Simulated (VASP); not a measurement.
# B3N4 in VASP: a series of runs

B3N4 is run at these levels: PBE+D3(BJ); tasks: single point.

All numbers are computed with VASP 6.6.1; they aren't measurements. Logs are shortened: lines on timing, memory, paths and dates and some standing lists are left out, and cuts for length are marked.

## 1. The cell of the first run

The cell holds a slab with vacuum, 14 atoms: a = 5.011 Å, b = 3.601 Å, c = 23.441 Å, α = 90.00°, β = 90.00°, γ = 110.36°.

## 2. Single point, PBE+D3(BJ)

Contents of INCAR:

```
SYSTEM = B3N4
PREC = Accurate
ENCUT = 520
EDIFF = 1E-7
ISMEAR = 0
SIGMA = 0.05
LREAL = .FALSE.
LASPH = .TRUE.
NELM = 60
ALGO = Normal
ISIF = 2
LWAVE = .FALSE.
LCHARG = .FALSE.
LDIPOL = .TRUE.
IDIPOL = 3
DIPOL = 0.5 0.5 0.315
GGA = PE
IVDW = 12
NBANDS = 42
```

Contents of KPOINTS:

```
Automatic mesh
0
G
  6 8 1
  0 0 0
```

Contents of POSCAR:

```
B3N4
1.0
    5.0107822389      0.0000000000      0.0000000000
   -1.2526955597      3.3759068817      0.0000000000
    0.0000000000      0.0000000000     23.4409409452
N B
8 6
Direct
    0.0225224603      0.0900898411      0.1706416141
    0.5225224603      0.0900898411      0.1706416141
    0.3069455752      0.2277823008      0.2610541488
    0.8069455752      0.2277823008      0.2610541488
    0.0866484587      0.3466275527      0.3533460338
    0.5866484587      0.3466275527      0.3533460338
    0.4687108248      0.6248772852      0.5264695207
    0.4687108248      0.6248772852      0.5733959646
    0.2842051402      0.1368205610      0.2007528062
    0.7842051402      0.1368205610      0.2007528062
    0.0673540684      0.2694189847      0.2895469474
    0.5673540684      0.2694189847      0.2895469474
    0.3437108248      0.3748772852      0.3814241487
    0.8437108248      0.3748772852      0.3814241487
```

Potentials or basis: VASP PAW PBE potentials, release 64 (N, B).

The run is started by

```bash
> cat potpaw_PBE.64/N/POTCAR potpaw_PBE.64/B/POTCAR > POTCAR
> mpirun -np 1 vasp_std > vasp.out
```

OUTCAR:

```text
SYSTEM = B3N4
   PREC = Accurate
   ENCUT = 520
   EDIFF = 1E-7
   ISMEAR = 0
   LREAL = .FALSE.
   LASPH = .TRUE.
   NELM = 60
   ISIF = 2
   GGA = PE
   IVDW = 12
 IVDW          = 12

 ion  position               nearest neighbor table
   1  0.023  0.090  0.171-   9 1.45  10 1.45
   2  0.523  0.090  0.171-  10 1.45   9 1.45
   3  0.307  0.228  0.261-  12 1.43  11 1.43   9 1.45
   4  0.807  0.228  0.261-  11 1.43  12 1.43  10 1.45
   5  0.087  0.347  0.353-  13 1.42  14 1.42  11 1.52
   6  0.587  0.347  0.353-  14 1.42  13 1.42  12 1.52
   7  0.469  0.625  0.526-   8 1.10
   8  0.469  0.625  0.573-   7 1.10
   9  0.284  0.137  0.201-   3 1.45   1 1.45   2 1.45
  10  0.784  0.137  0.201-   4 1.45   2 1.45   1 1.45
  11  0.067  0.269  0.290-   4 1.43   3 1.43   5 1.52
  12  0.567  0.269  0.290-   3 1.43   4 1.43   6 1.52
  13  0.344  0.375  0.381-   5 1.42   6 1.42
  14  0.844  0.375  0.381-   6 1.42   5 1.42

  Warning from LATTYP: Monoclinic adjustment (A1->A3, A2->A1, A3->A2)!
  LATTYP: Found a simple monoclinic cell.
 ALAT       =     3.6008323259
 B/A-ratio  =     6.5098673928
 C/A-ratio  =     1.3915622238
 COS(beta)  =    -0.3478905559

  Lattice vectors:

 A1 = (  -1.2526955597,   3.3759068817,   0.0000000000)
 A2 = (   0.0000000000,   0.0000000000,  23.4409409452)
 A3 = (   5.0107822389,   0.0000000000,   0.0000000000)

Analysis of symmetry for initial positions (statically):
=====================================================================
 Subroutine PRICEL returns:
 Original cell was already a primitive cell.

 Routine SETGRP: Setting up the symmetry group for a
 simple monoclinic supercell.

 Subroutine GETGRP returns: Found  1 space group operations
 (whereof  1 operations were pure point group operations)
 out of a pool of  4 trial point group operations.

The static configuration has the point symmetry C_1 .

Analysis of symmetry for dynamics (positions and initial velocities):
=====================================================================
 Subroutine PRICEL returns:
 Original cell was already a primitive cell.

 Routine SETGRP: Setting up the symmetry group for a
 simple monoclinic supercell.

 Subroutine GETGRP returns: Found  1 space group operations
 (whereof  1 operations were pure point group operations)
 out of a pool of  4 trial point group operations.

The dynamic configuration has the point symmetry C_1 .

[... 144 lines left out ...]
  Fermi-wavevector in a.u.,A,eV,Ry     =   0.862569  1.630019 10.123077  0.744025
  Thomas-Fermi vector in A             =   1.980390
   LORBIT       =      0    0 simple, 1 ext, 2 COOP (PROOUT), +10 PAW based schemes
   GGA     = PE    functional components
   LHFCALC =     F    Hartree Fock is set to
   AEXX    =    0.0000 exact exchange contribution
   IVDW    =    12    specifies the selected vdW correction
   LEPSILON=     F    determine dielectric tensor
   LRPA    =     F    only Hartree local field effects (RPA)
 non-spin polarized calculation
 Gauss-broadening in eV      SIGMA  =   0.05
  energy-cutoff  :      520.00
  volume of cell :      396.53
 maximum number of plane-waves:     10722
 NGX is ok and might be reduce to    40
   NGX = 19   NGY = 13   NGZ = 87

 dipolmoment           0.000000      0.000000      0.021557 electrons x Angstroem

 number of electron      58.0000003 magnetization

 dipolmoment           0.000000      0.000000     -0.324547 electrons x Angstroem

 Free energy of the ion-electron system (eV)
  ---------------------------------------------------
  ext. energy  EPLUGINS =         0.00000000
  ---------------------------------------------------
  free energy    TOTEN  =      -109.34719535 eV

  energy without entropy =     -109.33441399  energy(sigma->0) =     -109.34080467

 E-fermi :  -3.2840     XC(G=0):  -4.2895

 val. band max:       -3.2889301604   @ k =   0.3333   0.2500   0.0000
 cond. band min:      -3.2735485730   @ k =   0.0000   0.0000   0.0000
 fundamental gap:      0.0153815874
 Fermi energy:        -3.2839540522

 k-point     1 :       0.0000    0.0000    0.0000
  band No.  band energies     occupation
      1     -26.9712      2.00000
      2     -22.8285      2.00000
      3     -21.2741      2.00000
      4     -20.5819      2.00000
      5     -19.7831      2.00000
      6     -18.0350      2.00000
[... 1045 lines left out ...]
     40       4.0636      0.00000
     41       4.5674      0.00000

 [... further k-points ...]

 [bands above 41 left out]

------------------------ aborting loop because EDIFF is reached ----------------------------------------

 vacuum level on the upper side and lower side of the slab       (xc-potential included)        -1.705         1.690

 Edisp (eV)   -1.42278

 E8    (eV) :    -0.4312

  FORCE on cell =-STRESS in cart. coord.  units (eV):
  Direction    XX          YY          ZZ          XY          YZ          ZX
  --------------------------------------------------------------------------------------
  -------------------------------------------------------------------------------------
  Total      -3.72062    -0.78206     6.09347     0.00695     0.96930     0.01508
  in kB     -15.03331    -3.15995    24.62092     0.02807     3.91650     0.06091
  external pressure =        2.14 kB  Pullay stress =        0.00 kB

 VOLUME and BASIS-vectors are now :
 -----------------------------------------------------------------------------
  energy-cutoff  :      520.00
  volume of cell :      396.53
      direct lattice vectors                 reciprocal lattice vectors
     5.010782239  0.000000000  0.000000000     0.199569638  0.074054175  0.000000000
    -1.252695560  3.375906882  0.000000000     0.000000000  0.296216701  0.000000000
     0.000000000  0.000000000 23.440940945     0.000000000  0.000000000  0.042660404

 POSITION                                       TOTAL-FORCE (eV/Angst)
 -----------------------------------------------------------------------------------
      0.00000      0.30413      4.00000         0.002260      0.245172      1.787468
      2.50539      0.30413      4.00000        -0.002729      0.242502      1.774660
      1.25270      0.76897      6.11935         0.000093      0.427625      2.147916
      3.75809      0.76897      6.11935        -0.001091      0.430661      2.159775
     -0.00004      1.17018      8.28276         0.034425      0.009001     -0.045872
      2.50535      1.17018      8.28276        -0.034317      0.012496      0.079989
      1.56583      2.10953     12.34094         0.006465      0.026928     -2.121046
      1.56583      2.10953     13.44094        -0.002349     -0.011192      2.155012
      1.25270      0.46189      4.70583         0.002122     -0.677455     -3.944028
      3.75809      0.46189      4.70583        -0.002028     -0.680376     -3.954837
     -0.00000      0.90953      6.78725         0.015889      0.000171     -0.015707
      2.50539      0.90953      6.78725        -0.015767     -0.010951     -0.034810
      1.25265      1.26555      8.94094        -0.070458     -0.052430     -0.114747
      3.75804      1.26555      8.94094         0.067487      0.037848      0.126226
 -----------------------------------------------------------------------------------
    total drift:                               -0.000073     -0.000048      0.000242

  FREE ENERGIE OF THE ION-ELECTRON SYSTEM (eV)
  ---------------------------------------------------
  free  energy   TOTEN  =      -110.7699750735 eV

  energy  without entropy=     -110.7571937169  energy(sigma->0) =     -110.76358440

 vacuum level on the upper side and lower side of the slab         1.737         5.209
```

stdout:

```text
POSCAR found type information on POSCAR N B
 POSCAR found :  2 types and      14 ions
 scaLAPACK will be used
 LDA part: xc-table for (Slater+PW92), standard interpolation
 POSCAR, INCAR and KPOINTS ok, starting setup
 FFT: planning ... GRIDC
 FFT: planning ... GRID_SOFT
 FFT: planning ... GRID
 WAVECAR not read
 entering main loop
```

Run time: 13 min. Hardware: 1 thread of AMD EPYC 9R45 (Zen 5), shared host; peak memory 0.63 GiB.

What came out:

```
Free energy                : -110.7700 eV
Largest force              : 4.013 eV/Å
Band gap on the k mesh     : zero (bands 29 and 30 overlap by 0.43 eV)
Dispersion energy per atom : -0.102 eV
```

Forces in eV/Å, atoms in the order of the input:
```
N    0.002  0.245  1.787
N   -0.003  0.243  1.775
N    0.000  0.428  2.148
N   -0.001  0.431  2.160
N    0.034  0.009 -0.046
N   -0.034  0.012  0.080
N    0.006  0.027 -2.121
N   -0.002 -0.011  2.155
B    0.002 -0.677 -3.944
B   -0.002 -0.680 -3.955
B    0.016  0.000 -0.016
B   -0.016 -0.011 -0.035
B   -0.070 -0.052 -0.115
B    0.067  0.038  0.126
```

Levels at points of the mesh, in eV from the Fermi level:
```
           k point  band 25  band 26  band 27  band 28  band 29  band 30  band 31  band 32  band 33  band 34
(0.00, 0.00, 0.00)    -2.05    -1.55    -0.83    -0.54     0.01     0.21     0.37     1.45     2.78     2.98
(0.50, 0.00, 0.00)    -3.50    -0.74    -0.74    -0.35    -0.27    -0.21    -0.20     2.55     3.20     3.45
(0.00, 0.50, 0.00)    -2.61    -2.09    -0.54    -0.25     0.22     0.37     0.54     1.45     2.25     2.80
(0.50, 0.50, 0.00)    -4.44    -1.56    -1.56    -0.16    -0.16     0.23     0.26     2.32     2.80     2.97
```

Caveat: the standard files for N, O and F lose accuracy on very short bonds.

## 3. Single point, PBE+D3(BJ)

Contents of INCAR:

```
SYSTEM = B3N4
ALGO     = Normal         ! electronic algorithm
DIPOL    = 0.5 0.5 0.315
EDIFF    = 1E-6           ! SCF threshold, eV
ENCUT    = 520            ! plane-wave cutoff, eV
GGA      = PE             ! functional
IDIPOL   = 3            
ISIF     = 2              ! what is computed and relaxed
ISMEAR   = 0              ! smearing method
IVDW     = 12             ! dispersion correction
LASPH    = .TRUE.         ! aspherical terms in the spheres
LCHARG   = .FALSE.        ! write CHGCAR
LDIPOL   = .TRUE.       
LREAL    = .FALSE.        ! projectors in reciprocal space
LWAVE    = .FALSE.        ! write WAVECAR
NBANDS   = 42             ! bands
NELM     = 60             ! most SCF steps
PREC     = Accurate       ! precision mode
SIGMA    = 0.05           ! smearing width, eV
```

Contents of KPOINTS:

```
k-points
0
G
  6 8 1
  0 0 0
```

Edit POSCAR of step 2 so:

```diff
@@ -14,4 +14,4 @@
     0.5866484587      0.3466275527      0.3533460338
-    0.4687108248      0.6248772852      0.5264695207
-    0.4687108248      0.6248772852      0.5733959646
+    0.4687108248      1.1248772852      0.5264695207
+    0.4687108248      1.1248772852      0.5733959646
     0.2842051402      0.1368205610      0.2007528062
```

Potentials or basis: VASP PAW PBE potentials, release 64 (N, B).

The run is started by

```bash
> cat potpaw_PBE.64/N/POTCAR potpaw_PBE.64/B/POTCAR > POTCAR
> mpirun -np 1 vasp_std > vasp.out
```

OUTCAR:

```text
SYSTEM = B3N4
   EDIFF = 1E-6
   ENCUT = 520
   GGA = PE
   ISIF = 2
   ISMEAR = 0
   IVDW = 12
   LASPH = .TRUE.
   LREAL = .FALSE.
   NELM = 60
   PREC = Accurate
 IVDW          = 12

 ion  position               nearest neighbor table
   1  0.023  0.090  0.171-   9 1.45  10 1.45
   2  0.523  0.090  0.171-  10 1.45   9 1.45
   3  0.307  0.228  0.261-  12 1.43  11 1.43   9 1.45
   4  0.807  0.228  0.261-  11 1.43  12 1.43  10 1.45
   5  0.087  0.347  0.353-  13 1.42  14 1.42  11 1.52
   6  0.587  0.347  0.353-  14 1.42  13 1.42  12 1.52
   7  0.469  0.125  0.526-   8 1.10
   8  0.469  0.125  0.573-   7 1.10
   9  0.284  0.137  0.201-   3 1.45   1 1.45   2 1.45
  10  0.784  0.137  0.201-   4 1.45   2 1.45   1 1.45
  11  0.067  0.269  0.290-   4 1.43   3 1.43   5 1.52
  12  0.567  0.269  0.290-   3 1.43   4 1.43   6 1.52
  13  0.344  0.375  0.381-   5 1.42   6 1.42
  14  0.844  0.375  0.381-   6 1.42   5 1.42

  Warning from LATTYP: Monoclinic adjustment (A1->A3, A2->A1, A3->A2)!
  LATTYP: Found a simple monoclinic cell.
[... 1284 lines left out ...]

 Edisp (eV)   -1.42291

 E8    (eV) :    -0.4313

  FORCE on cell =-STRESS in cart. coord.  units (eV):
  Direction    XX          YY          ZZ          XY          YZ          ZX
  --------------------------------------------------------------------------------------
  -------------------------------------------------------------------------------------
  Total      -3.71175    -0.77196     6.01750    -0.01164     0.91931     0.01041
  in kB     -14.99749    -3.11913    24.31397    -0.04703     3.71450     0.04207
  external pressure =        2.07 kB  Pullay stress =        0.00 kB

 VOLUME and BASIS-vectors are now :
 -----------------------------------------------------------------------------
  energy-cutoff  :      520.00
  volume of cell :      396.53
      direct lattice vectors                 reciprocal lattice vectors
     5.010782239  0.000000000  0.000000000     0.199569638  0.074054175  0.000000000
    -1.252695560  3.375906882  0.000000000     0.000000000  0.296216701  0.000000000
     0.000000000  0.000000000 23.440940945     0.000000000  0.000000000  0.042660404

 POSITION                                       TOTAL-FORCE (eV/Angst)
 -----------------------------------------------------------------------------------
      0.00000      0.30413      4.00000         0.006510      0.246145      1.784998
      2.50539      0.30413      4.00000        -0.006879      0.245808      1.779421
      1.25270      0.76897      6.11935        -0.000712      0.427162      2.149929
      3.75809      0.76897      6.11935        -0.000007      0.429693      2.157300
     -0.00004      1.17018      8.28276         0.022448     -0.002354     -0.083613
      2.50535      1.17018      8.28276        -0.022134      0.002165      0.126755
      2.19217      0.42157     12.34094         0.005189     -0.020566     -2.139748
      2.19217      0.42157     13.44094        -0.002181      0.008710      2.157553
      1.25270      0.46189      4.70583        -0.000344     -0.678477     -3.939959
      3.75809      0.46189      4.70583         0.000387     -0.682517     -3.961574
     -0.00000      0.90953      6.78725         0.011522      0.000334     -0.013279
      2.50539      0.90953      6.78725        -0.011464     -0.016236     -0.031848
      1.25265      1.26555      8.94094        -0.111326      0.008579     -0.058963
      3.75804      1.26555      8.94094         0.108991      0.031554      0.073031
 -----------------------------------------------------------------------------------
    total drift:                               -0.000076      0.000026      0.000993

  FREE ENERGIE OF THE ION-ELECTRON SYSTEM (eV)
  ---------------------------------------------------
  free  energy   TOTEN  =      -110.7762761400 eV

  energy  without entropy=     -110.7633672388  energy(sigma->0) =     -110.76982169

 vacuum level on the upper side and lower side of the slab         1.705         5.110
```

stdout:

```text
POSCAR found type information on POSCAR N B
 POSCAR found :  2 types and      14 ions
 scaLAPACK will be used
 LDA part: xc-table for (Slater+PW92), standard interpolation
 POSCAR, INCAR and KPOINTS ok, starting setup
 FFT: planning ... GRIDC
 FFT: planning ... GRID_SOFT
 FFT: planning ... GRID
 WAVECAR not read
 entering main loop
```

Run time: 12 min. Hardware: 1 thread of AMD EPYC 9R45 (Zen 5), shared host; peak memory 0.64 GiB.

What came out:

| Quantity | Value |
| --- | --- |
| Free energy | -110.7763 eV |
| Largest force | 4.020 eV/Å |
| Band gap on the k mesh | zero (bands 29 and 30 overlap by 0.41 eV) |
| Dispersion energy per atom | -0.102 eV |

Forces in eV/Å, atoms in the order of the input:
```
N    0.007  0.246  1.785
N   -0.007  0.246  1.779
N   -0.001  0.427  2.150
N    0.000  0.430  2.157
N    0.022 -0.002 -0.084
N   -0.022  0.002  0.127
N    0.005 -0.021 -2.140
N   -0.002  0.009  2.158
B    0.000 -0.678 -3.940
B    0.000 -0.683 -3.962
B    0.012  0.000 -0.013
B   -0.011 -0.016 -0.032
B   -0.111  0.009 -0.059
B    0.109  0.032  0.073
```

Levels at points of the mesh, in eV from the Fermi level:
| k point | band 26 | band 27 | band 28 | band 29 | band 30 | band 31 | band 32 | band 33 |
| --- | --- | --- | --- | --- | --- | --- | --- | --- |
| (0.00, 0.00, 0.00) | -1.55 | -0.82 | -0.54 | 0.01 | 0.21 | 0.37 | 1.46 | 2.83 |
| (0.50, 0.00, 0.00) | -0.74 | -0.74 | -0.35 | -0.26 | -0.21 | -0.20 | 2.59 | 3.24 |
| (0.00, 0.50, 0.00) | -2.09 | -0.54 | -0.25 | 0.20 | 0.37 | 0.53 | 1.46 | 2.36 |
| (0.50, 0.50, 0.00) | -1.56 | -1.56 | -0.16 | -0.16 | 0.21 | 0.27 | 2.40 | 2.80 |

Caveat: the standard files for N, O and F lose accuracy on very short bonds.

## 4. Single point, PBE+D3(BJ)

Contents of INCAR:

```
SYSTEM = B3N4
PREC = Accurate ; ENCUT = 520
EDIFF = 1E-6 ; ISMEAR = 0
SIGMA = 0.05 ; LREAL = .FALSE.
LASPH = .TRUE. ; NELM = 60
ALGO = Normal ; ISIF = 2
LWAVE = .FALSE. ; LCHARG = .TRUE.
LDIPOL = .TRUE. ; IDIPOL = 3
DIPOL = 0.5 0.5 0.315 ; GGA = PE
IVDW = 12 ; LELF = .TRUE.
LVHAR = .TRUE. ; LVACPOTAV = .TRUE.
NBANDS = 42
```

Contents of KPOINTS:

```
regular mesh
0
G
  6 8 1
  0 0 0
```

Edit POSCAR of step 3 so:

```diff
@@ -14,4 +14,4 @@
     0.5866484587      0.3466275527      0.3533460338
-    0.4687108248      1.1248772852      0.5264695207
-    0.4687108248      1.1248772852      0.5733959646
+    0.7187108248      0.6248772852      0.5264695207
+    0.7187108248      0.6248772852      0.5733959646
     0.2842051402      0.1368205610      0.2007528062
```

The run is started by

```bash
> cat potpaw_PBE.64/N/POTCAR potpaw_PBE.64/B/POTCAR > POTCAR
> mpirun -np 1 vasp_std > vasp.out
```

Wall time 12 min (1 thread of AMD EPYC 9R45 (Zen 5), shared host); peak memory 0.66 GiB.

The run converged. Its results:

| Quantity | Value |
| --- | --- |
| Free energy | -110.7730 eV |
| Largest force | 4.018 eV/Å |
| Band gap on the k mesh | zero (bands 29 and 30 overlap by 0.41 eV) |
| Dispersion energy per atom | -0.102 eV |

Forces in eV/Å, atoms in the order of the input:
```
N   -0.005  0.244  1.784
N    0.004  0.243  1.779
N    0.000  0.430  2.159
N    0.000  0.430  2.151
N   -0.023 -0.016 -0.092
N    0.024  0.038  0.147
N   -0.007  0.021 -2.135
N    0.003 -0.009  2.160
B   -0.001 -0.682 -3.959
B    0.001 -0.676 -3.941
B   -0.011 -0.006 -0.013
B    0.011 -0.006 -0.038
B   -0.127 -0.009  0.069
B    0.131 -0.002 -0.070
```

Levels at points of the mesh, in eV from the Fermi level:
| k point | band 25 | band 26 | band 27 | band 28 | band 29 | band 30 | band 31 | band 32 | band 33 | band 34 |
| --- | --- | --- | --- | --- | --- | --- | --- | --- | --- | --- |
| (0.00, 0.00, 0.00) | -2.05 | -1.55 | -0.82 | -0.54 | 0.01 | 0.21 | 0.37 | 1.46 | 2.82 | 2.98 |
| (0.50, 0.00, 0.00) | -3.49 | -0.74 | -0.74 | -0.36 | -0.26 | -0.21 | -0.20 | 2.59 | 3.23 | 3.46 |
| (0.00, 0.50, 0.00) | -2.61 | -2.09 | -0.54 | -0.25 | 0.20 | 0.37 | 0.55 | 1.46 | 2.29 | 2.84 |
| (0.50, 0.50, 0.00) | -4.44 | -1.56 | -1.56 | -0.16 | -0.16 | 0.21 | 0.28 | 2.36 | 2.83 | 2.98 |

Caveat: the standard files for N, O and F lose accuracy on very short bonds.

## 5. The runs side by side

```tsv
cell	gap on the mesh (eV)	largest force (eV/Å)
as given, atomic positions A	none	4.01
as given, atomic positions B	none	4.02
as given, atomic positions C	none	4.02
```

Alike in all rows: task single point; level PBE+D3(BJ); potentials or basis VASP PAW PBE potentials, release 64 (N, B); no spin polarisation; k mesh 6 × 8 × 1; cutoff (eV) 520; smearing gaussian 0.05 eV.

Caveats: the standard files for N, O and F lose accuracy on very short bonds.

Total energies depend on the potentials used, so only differences within one code and one set of settings carry meaning.
